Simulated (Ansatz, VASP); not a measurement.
**Two plane-wave programs on Hf7SnO16**

```xyz
24
Lattice="-3.5580 3.5580 5.1719 3.5580 -3.5580 5.1719 3.5580 3.5580 -5.1719" Properties=species:S:1:pos:R:3 pbc="T T T"
Sn    1.7790    1.7790    2.5859
Hf    1.7790    1.7790   -2.5859
Hf    1.7790   -1.7790    2.6077
Hf   -1.7790    1.7790    2.5642
Hf   -0.0030    0.0030    0.0000
Hf    0.0030   -0.0030    5.1719
Hf   -0.0030    3.5550    0.0000
Hf    3.5610    0.0030    0.0000
O     0.0815    1.7790    3.6461
O     3.6285   -1.7790    3.6480
O     3.4875    1.7790   -1.5238
O     3.4766    1.7790    3.6461
O     1.7790   -0.1419    4.1317
O    -1.7790    3.4291    4.1195
O     1.7790    3.6999    4.1317
O     1.7790    3.6869   -1.0524
O     1.7790    0.0815    1.5257
O     1.7790    0.0705    6.6957
O     1.7790    3.4766    1.5257
O     5.3370   -0.0705    1.5238
O    -0.1419    1.7790    1.0402
O    -0.1289    1.7790    6.2243
O     0.1289    5.3370    1.0524
O     3.6999    1.7790    1.0402
```

Alike in both runs: functional PBE; k mesh 4 × 4 × 4; occupations fermi-dirac, width 0.01 eV; no spin polarisation.

Ansatz relaxed the structure, and its values are those at the end. VASP's run is a single point on that final structure, the one shown.

```csv
,VASP,Ansatz
version,VASP 6.6.1,Ansatz 0.2.0
potentials or method,"VASP PAW PBE potentials, release 64 (Sn_d, Hf_pv, O)","plane-wave PAW, scalar-relativistic"
plane-wave cutoff (eV),520,420
valence electrons in the cell,180,292
```

VASP gave:

| Item | Value |
| --- | --- |
| gap on the k mesh at the Fermi level (eV) | 4.20 |
| pressure (GPa) | 6.3 |
| rms of the force components (eV/Å) | 0.047 |

**Question.** Estimate Ansatz's values.

**Answer.** gap on the k mesh at the Fermi level (eV): 4.20; pressure (GPa): 9.3; rms of the force components (eV/Å): 0.003.

VASP's potentials hold 180 valence electrons a cell and Ansatz's 292, so a difference there can come from the potentials and not from the codes. Ansatz's warnings: stress scf threshold loose.

Neither program's run includes spin-orbit coupling.
